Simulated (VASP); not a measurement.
Input of a VASP 6.6.1 run:

INCAR

```
PREC = Accurate
ENCUT = 520
EDIFF = 1E-6
ISMEAR = 0
SIGMA = 0.1
LREAL = F
LASPH = T
NELM = 80
ALGO = Normal
ISIF = 2
LWAVE = F
LCHARG = T
GGA = PE
LELF = T
LVHAR = T
NBANDS = 24
```

Contents of KPOINTS:

```
regular mesh
0
Gamma
  6 6 6
```

The input POSCAR:

```
Ge2P
1.0
    1.7991185804      1.0387215985      5.0851972112
   -1.7991185804      1.0387215985      5.0851972112
    0.0000000000     -2.0774431917      5.0851972124
Ge P
2 1
Direct
    0.7657278718      0.7657278718      0.7657278718
    0.2342721282      0.2342721282      0.2342721282
    0.0000000000      0.0000000000      0.0000000000
```

Potentials or basis: VASP PAW PBE potentials, release 64 (Ge_d, P).

Launch:

```console
$ cat potpaw_PBE.64/Ge_d/POTCAR potpaw_PBE.64/P/POTCAR > POTCAR
$ mpirun -np 1 vasp_std > vasp.out
```

Problem. Estimate the pressure.

Solution. 0.1 GPa.

Problem. Estimate the band gap on the k mesh.

Solution. Zero (an odd number of electrons rules out a gap without spin polarisation).

Forces on the atoms (eV/Å):
```
Ge   0.000  0.000 -0.034
Ge   0.000  0.000  0.034
P    0.000  0.000  0.000
```
